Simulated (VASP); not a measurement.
Wanted: the native input for a VASP 6.6.1 run.

```yaml
Task: single point
Functional: LDA
Potentials_or_basis: VASP PAW LDA potentials, release 64 (La, O)
Cutoff: 520 eV
k_mesh: 6 × 6 × 4
Occupations: fermi-dirac, width 0.1 eV
Spin: no spin polarisation
Dipole_correction: no
Further_INCAR_settings: ALGO = Normal; EDIFF = 1e-06; NBANDS = 28
```

The structure of La2O3 lies in POSCAR:

```
La2O3
1.0
    3.9307780000      0.0000000000      0.0000000000
   -1.9653890000      3.4041530000      0.0000000000
    0.0000000000      0.0000000000      6.1119540000
La O
2 3
Direct
    0.6666666667      0.3333333333      0.7537640000
    0.3333333333      0.6666666667      0.2462360000
    0.6666666667      0.3333333333      0.3541090000
    0.3333333333      0.6666666667      0.6458910000
    0.0000000000      0.0000000000      0.0000000000
```

These files were run (other wordings do the same):

INCAR

```
PREC = Accurate
ENCUT = 520
EDIFF = 1E-6
ISMEAR = -1
SIGMA = 0.1
LREAL = F
LASPH = T
NELM = 100
ALGO = Normal
ISIF = 2
LWAVE = F
LCHARG = T
GGA = CA
LELF = T
LVHAR = T
NBANDS = 28
```

KPOINTS

```
regular mesh
0
Gamma
  6 6 4
```

Potentials or basis: VASP PAW LDA potentials, release 64 (La, O).

Run with:

```console
$ cat potpaw_LDA.64/La/POTCAR potpaw_LDA.64/O/POTCAR > POTCAR
$ mpirun -np 1 vasp_std > vasp.out
```

It gave:

```yaml
Pressure: -6.4 GPa
Largest_force: 0.159 eV/Å
Band_gap_on_the_k_mesh: 3.72 eV, indirect (least direct gap 3.81 eV)
```

Caveat: spin-orbit coupling is left out, which moves the levels of the heavy elements.

Run time: 72 s on 1 thread of Intel Xeon 6975P-C (shared host), peak memory 0.2 GiB.
